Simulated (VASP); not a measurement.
# As (Pm-3m) in VASP: notebook

The runs below take As through single point, with RPBE+D3(BJ), PBEsol+D3(BJ), PBEsol+D4, PBE.

Program: VASP 6.6.1. These are calculated values, not measurements. Logs are shortened: lines on timing, memory, paths and dates and some standing lists are left out, and cuts for length are marked.

## (1) The cell of the first run

Symmetry: Pm-3m, No. 221, cubic system. The conventional cell has a = 2.546 Å, b = 2.546 Å, c = 2.546 Å, α = 90.00°, β = 90.00°, γ = 90.00°. Within 3.4 Å of As (site symmetry m-3m) lie 6 As at 2.55 Å.

## (2) Single point, RPBE+D3(BJ)

File INCAR:

```
SYSTEM = As
ALGO = Normal
EDIFF = 1E-6
ENCUT = 520
GGA = RP
ISIF = 2
ISMEAR = -1
IVDW = 12
LASPH = .True.
LCHARG = .False.
LREAL = .False.
LWAVE = .False.
NBANDS = 8
NELM = 60
PREC = Accurate
SIGMA = 0.05
```

File KPOINTS:

```
k-points
0
Gamma
  10 10 10
  0 0 0
```

File POSCAR:

```
As
1.0
    2.5464200874      0.0000000000      0.0000000000
    0.0000000000      2.5464200874      0.0000000000
    0.0000000000      0.0000000000      2.5464200874
As
1
Direct
    0.5000000000      0.5000000000      0.5000000000
```

Potentials or basis: VASP PAW PBE potentials, release 64 (As).

The run is started by

```bash
> cat potpaw_PBE.64/As/POTCAR > POTCAR
> mpirun -np 1 vasp_std > vasp.out
```

OUTCAR:

```text
SYSTEM = As
   EDIFF = 1E-6
   ENCUT = 520
   GGA = RP
   ISIF = 2
   ISMEAR = -1
   IVDW = 12
   LASPH = .True.
   LREAL = .False.
   NELM = 60
   PREC = Accurate
 IVDW          = 12

 ion  position               nearest neighbor table
   1  0.500  0.500  0.500-

  LATTYP: Found a simple cubic cell.
 ALAT       =     2.5464200874

  Lattice vectors:

 A1 = (   2.5464200874,   0.0000000000,   0.0000000000)
 A2 = (   0.0000000000,   2.5464200874,   0.0000000000)
 A3 = (   0.0000000000,   0.0000000000,   2.5464200874)

Analysis of symmetry for initial positions (statically):
=====================================================================
 Subroutine PRICEL returns:
 Original cell was already a primitive cell.

 Routine SETGRP: Setting up the symmetry group for a
 simple cubic supercell.

 Subroutine GETGRP returns: Found 48 space group operations
[... 9 lines left out ...]

 Routine SETGRP: Setting up the symmetry group for a
 simple cubic supercell.

 Subroutine GETGRP returns: Found 48 space group operations
[... 11 lines left out ...]
                                     Primitive cell

  volume of cell :      16.5116

  direct lattice vectors                    reciprocal lattice vectors
     2.546420087  0.000000000  0.000000000     0.392708181  0.000000000  0.000000000
     0.000000000  2.546420087  0.000000000     0.000000000  0.392708181  0.000000000
     0.000000000  0.000000000  2.546420087     0.000000000  0.000000000  0.392708181

  length of vectors
     2.546420087  2.546420087  2.546420087     0.392708181  0.392708181  0.392708181

  position of ions in fractional coordinates (direct lattice)
     0.500000000  0.500000000  0.500000000

  ion indices of the primitive-cell ions
   primitive index   ion index
                 1           1

----------------------------------------------------------------------------------------

 KPOINTS: k-points

Automatic generation of k-mesh.
 Grid dimensions read from file:
 generate k-points for:   10   10   10

 Generating k-lattice:

  Cartesian coordinates                     Fractional coordinates (reciprocal lattice)
     0.039270818  0.000000000  0.000000000     0.100000000  0.000000000  0.000000000
     0.000000000  0.039270818  0.000000000     0.000000000  0.100000000  0.000000000
     0.000000000  0.000000000  0.039270818     0.000000000  0.000000000  0.100000000

  Length of vectors
     0.039270818  0.039270818  0.039270818

  Shift w.r.t. Gamma in fractional coordinates (k-lattice)
     0.000000000  0.000000000  0.000000000

 Subroutine IBZKPT returns following result:
 ===========================================

 Found     56 irreducible k-points:

 Following reciprocal coordinates:
            Coordinates               Weight
  0.000000  0.000000  0.000000      1.000000
  0.100000  0.000000  0.000000      6.000000
  0.200000  0.000000  0.000000      6.000000
  0.300000  0.000000  0.000000      6.000000
  0.400000  0.000000  0.000000      6.000000
  0.500000  0.000000  0.000000      3.000000
[... 16 lines left out ...]
  0.200000  0.100000  0.100000     24.000000
  0.300000  0.100000  0.100000     24.000000
 [... further k-points ...]
   k-points           NKPTS =     56   k-points in BZ     NKDIM =     56   number of bands    NBANDS=      8
   number of dos      NEDOS =    301   number of ions     NIONS =      1
   total plane-waves  NPLWV =   8000
   dimension x,y,z NGX =    20 NGY =   20 NGZ =   20
   dimension x,y,z NGXF=    40 NGYF=   40 NGZF=   40
   ions per type =               1
   NGX,Y,Z   is equivalent  to a cutoff of  13.06, 13.06, 13.06 a.u.
   NGXF,Y,Z  is equivalent  to a cutoff of  26.11, 26.11, 26.11 a.u.
 SYSTEM =  As
   PREC   = accura    normal or accurate (medium, high low for compatibility)
   ISTART =      0    job   : 0-new  1-cont  2-samecut
   ICHARG =      2    charge: 1-file 2-atom 10-const
   ISPIN  =      1    spin polarized calculation?
   LNONCOLLINEAR =      F non collinear calculations
   LSORBIT =      F    spin-orbit coupling
   LASPH  =      T    aspherical Exc in radial PAW
   ENCUT  =  520.0 eV  38.22 Ry    6.18 a.u.   4.73  4.73  4.73*2*pi/ulx,y,z
   NELM   =     60;   NELMIN=  2; NELMDL= -5     # of ELM steps
   EDIFF  = 0.1E-05   stopping-criterion for ELM
   LREAL  =      F    real-space projection
   EDIFFG = 0.1E-04   stopping-criterion for IOM
   NSW    =      0    number of steps for IOM
   IBRION =     -1    ionic relax: 0-MD 1-quasi-New 2-CG
   NFREE  =      0    steps in history (QN), initial steepest desc. (CG)
   ISIF   =      2    stress and relaxation
   ISYM   =      2    0-nonsym 1-usesym 2-fastsym
   POTIM  = 0.5000    time-step for ionic-motion
   TEBEG  =    0.0;   TEEND  =   0.0 temperature during run
   PSTRESS=    0.0 pullay stress
   NELECT =       5.0000    total number of electrons
   NUPDOWN=      -1.0000    fix difference up-down
   EMIN   =  10.00;   EMAX   =-10.00  energy-range for DOS
[... 5 lines left out ...]
     AMIX     =   0.40;   BMIX     =  1.00
     AMIX_MAG =   1.60;   BMIX_MAG =  1.00
  volume/ion in A,a.u.               =      16.51       111.43
  Fermi-wavevector in a.u.,A,eV,Ry     =   1.099347  2.077465 16.443508  1.208564
  Thomas-Fermi vector in A             =   2.235740
   LORBIT       =      0    0 simple, 1 ext, 2 COOP (PROOUT), +10 PAW based schemes
   GGA     = RP    functional components
   LHFCALC =     F    Hartree Fock is set to
   AEXX    =    0.0000 exact exchange contribution
   IVDW    =    12    specifies the selected vdW correction
   LEPSILON=     F    determine dielectric tensor
   LRPA    =     F    only Hartree local field effects (RPA)
 non-spin polarized calculation
  energy-cutoff  :      520.00
  volume of cell :       16.51
 maximum number of plane-waves:       466
 NGX is ok and might be reduce to    20
   NGX =  9   NGY =  9   NGZ =  9

 number of electron       5.0000002 magnetization

 Free energy of the ion-electron system (eV)
  ---------------------------------------------------
  ext. energy  EPLUGINS =         0.00000000
  ---------------------------------------------------
  free energy    TOTEN  =        -3.87857555 eV

  energy without entropy =       -3.87601090  energy(sigma->0) =       -3.87729322

 E-fermi :   8.2240     XC(G=0): -11.1928

 val. band max:        8.2090615070   @ k =   0.5000   0.4000   0.4000
 cond. band min:       8.3349730219   @ k =   0.2000   0.2000   0.0000
 fundamental gap:      0.1259115149
 Fermi energy:         8.2240409801

 k-point     1 :       0.0000    0.0000    0.0000
  band No.  band energies     occupation
      1      -8.4918      2.00000
      2      13.1753      0.00000
      3      13.1753      0.00000
      4      13.1753      0.00000
      5      16.8866      0.00000
      6      16.8866      0.00000
      7      20.5965      0.00000
      8      35.5791      0.00000

 k-point     2 :       0.1000    0.0000    0.0000
  band No.  band energies     occupation
      1      -8.2738      2.00000
      2      10.6014      0.00000
      3      13.3780      0.00000
      4      13.3780      0.00000
      5      17.0725      0.00000
      6      18.7097      0.00000
      7      21.8692      0.00000
      8      32.9941      0.00000

 k-point     3 :       0.2000    0.0000    0.0000
  band No.  band energies     occupation
      1      -7.6263      2.00000
      2       7.0065      2.00000
      3      13.9626      0.00000
      4      13.9626      0.00000
      5      17.6192      0.00000
      6      19.9605      0.00000
      7      25.6530      0.00000
      8      29.7124      0.00000

 k-point     4 :       0.3000    0.0000    0.0000
  band No.  band energies     occupation
      1      -6.5826      2.00000
      2       3.7232      2.00000
      3      14.8399      0.00000
      4      14.8399      0.00000
      5      18.4771      0.00000
      6      21.0756      0.00000
      7      26.8552      0.00000
      8      26.8552      0.00000

 k-point     5 :       0.4000    0.0000    0.0000
  band No.  band energies     occupation
      1      -5.2843      2.00000
      2       1.0492      2.00000
      3      15.7721      0.00000
      4      15.7721      0.00000
      5      19.4722      0.00000
      6      22.4424      0.00000
      7      24.7274      0.00000
      8      24.7274      0.00000

 k-point     6 :       0.5000    0.0000    0.0000
  band No.  band energies     occupation
      1      -4.4654      2.00000
      2      -0.2326      2.00000
      3      16.2262      0.00000
      4      16.2262      0.00000
      5      20.0178      0.00000
      6      23.5422      0.00000
      7      23.8737      0.00000
      8      23.8737      0.00000

 k-point     7 :       0.1000    0.1000    0.0000
  band No.  band energies     occupation
      1      -8.0557      2.00000
      2      10.5153      0.00000
      3      11.1347      0.00000
      4      13.5806      0.00000
      5      18.0420      0.00000
      6      20.3024      0.00000
      7      22.4999      0.00000
      8      30.3088      0.00000
[... 133 lines left out ...]
 k-point    20 :       0.5000    0.4000    0.0000
  band No.  band energies     occupation
      1      -1.1227      2.00000
      2       2.5151      2.00000
      3       4.4869      2.00000
      4      10.8674      0.00000
      5      18.7808      0.00000
      6      25.6743      0.00000
      7      26.4721      0.00000
      8      27.4704      0.00000

 k-point    21 :       0.5000    0.5000    0.0000
  band No.  band energies     occupation
      1      -0.1292      2.00000
      2       3.0360      2.00000
      3       3.0360      2.00000
      4       9.9091      0.00000
      5      19.2166      0.00000
      6      27.0164      0.00000
      7      27.0215      0.00000
      8      27.0215      0.00000

 k-point    22 :       0.1000    0.1000    0.1000
  band No.  band energies     occupation
      1      -7.8377      2.00000
      2      10.7157      0.00000
      3      10.7157      0.00000
      4      11.7350      0.00000
      5      20.4890      0.00000
      6      20.4890      0.00000
      7      22.9461      0.00000
      8      30.2026      0.00000

 k-point    23 :       0.2000    0.1000    0.1000
  band No.  band energies     occupation
      1      -7.1904      2.00000
      2       7.3866      2.00000
      3      11.2964      0.00000
      4      12.1120      0.00000
      5      21.0327      0.00000
      6      22.2911      0.00000
      7      25.2883      0.00000
      8      26.7594      0.00000

 k-point    24 :       0.3000    0.1000    0.1000
  band No.  band energies     occupation
      1      -6.1468      2.00000
      2       4.1292      2.00000
      3      12.1775      0.00000
      4      13.0596      0.00000
      5      21.8607      0.00000
      6      22.1508      0.00000
      7      23.8179      0.00000
      8      25.4521      0.00000

 [... further k-points ...]

------------------------ aborting loop because EDIFF is reached ----------------------------------------

 Edisp (eV)   -2.39400

 E8    (eV) :    -1.4789

  FORCE on cell =-STRESS in cart. coord.  units (eV):
  Direction    XX          YY          ZZ          XY          YZ          ZX
  --------------------------------------------------------------------------------------
  -------------------------------------------------------------------------------------
  Total       0.05612     0.05612     0.05612     0.00000    -0.00000     0.00000
  in kB       5.44553     5.44553     5.44553     0.00000    -0.00000     0.00000
  external pressure =        5.45 kB  Pullay stress =        0.00 kB

 VOLUME and BASIS-vectors are now :
 -----------------------------------------------------------------------------
  energy-cutoff  :      520.00
  volume of cell :       16.51
      direct lattice vectors                 reciprocal lattice vectors
     2.546420087  0.000000000  0.000000000     0.392708181  0.000000000  0.000000000
     0.000000000  2.546420087  0.000000000     0.000000000  0.392708181  0.000000000
     0.000000000  0.000000000  2.546420087     0.000000000  0.000000000  0.392708181

 POSITION                                       TOTAL-FORCE (eV/Angst)
 -----------------------------------------------------------------------------------
      1.27321      1.27321      1.27321         0.000000      0.000000      0.000000
 -----------------------------------------------------------------------------------
    total drift:                                0.000000     -0.000000      0.000000

  FREE ENERGIE OF THE ION-ELECTRON SYSTEM (eV)
  ---------------------------------------------------
  free  energy   TOTEN  =        -6.2725784656 eV

  energy  without entropy=       -6.2700138128  energy(sigma->0) =       -6.27129614
```

Run time: 4.6 s. Hardware: 1 thread of Intel Xeon Platinum 8488C (Sapphire Rapids), shared host; peak memory 0.13 GiB.

Results:

- Free energy: -6.2726 eV
- Pressure: 0.5 GPa
- Dispersion energy per atom: -2.394 eV

Caveat: the PAW data sets were made with another functional, which shifts forces and pressure a little; pairwise dispersion overbinds metals, which lowers pressure and volume.

[end of part 1 of 3]
